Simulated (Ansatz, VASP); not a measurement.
**One calculation of Sr3Ag, two programs**

INCAR

```
SYSTEM = Sr3Ag
PREC = Accurate ; ENCUT = 520
EDIFF = 1E-7 ; ISMEAR = 1
SIGMA = 0.1 ; LREAL = .False.
LASPH = .True. ; NELM = 60
ALGO = Normal ; ISIF = 2
LWAVE = .False. ; LCHARG = .False.
GGA = PE ; NBANDS = 28
```

File KPOINTS:

```
regular mesh
0
Gamma
  4 4 4
  0 0 0
```

The input POSCAR:

```
Sr3Ag
1.0
    5.6681210790      0.0000000000      0.0000000000
    0.0000000000      5.6681210790      0.0000000000
    0.0000000000      0.0000000000      5.6681210790
Sr Ag
3 1
Direct
    0.0000000000      0.5000000000      0.5000000000
    0.5000000000      0.0000000000      0.5000000000
    0.5000000000      0.5000000000      0.0000000000
    0.0000000000      0.0000000000      0.0000000000
```

Input for Ansatz:

```yaml
crystal:
  lattice:
    - [5.668121078956481, 0.0, 0.0]
    - [0.0, 5.668121078956481, 0.0]
    - [0.0, 0.0, 5.668121078956481]
  atoms:
    - { symbol: Sr, position: [0.0, 0.5, 0.5] }
    - { symbol: Sr, position: [0.5, 0.0, 0.5] }
    - { symbol: Sr, position: [0.5, 0.5, 0.0] }
    - { symbol: Ag, position: [0.0, 0.0, 0.0] }
basis:
  ecutwfc: 510.0
kpoints:
  mp_grid:
    grid: [4, 4, 4]
hamiltonian:
  xc: pbe
scf:
  occupations:
    method: cold
    width: 0.1
output:
  stress: true
```

Alike in both runs: task single point; functional PBE; k mesh 4 × 4 × 4; no spin polarisation.

|  | VASP | Ansatz |
| --- | --- | --- |
| version | VASP 6.6.1 | Ansatz 0.2.0 |
| potentials or method | VASP PAW PBE potentials, release 64 (Sr_sv, Ag), cutoff 520 eV | plane waves, PAW |
| occupations | methfessel-paxton of order 1, width 0.1 eV | cold, width 0.1 eV |
| valence electrons in the cell | 41 | 49 |

|  | VASP | Ansatz | Ansatz less VASP |
| --- | --- | --- | --- |
| pressure (GPa) | -1.3 | -1.3 | -0.04 |

VASP's potentials hold 41 valence electrons a cell and Ansatz's 49, so a difference there can come from the potentials and not from the codes.
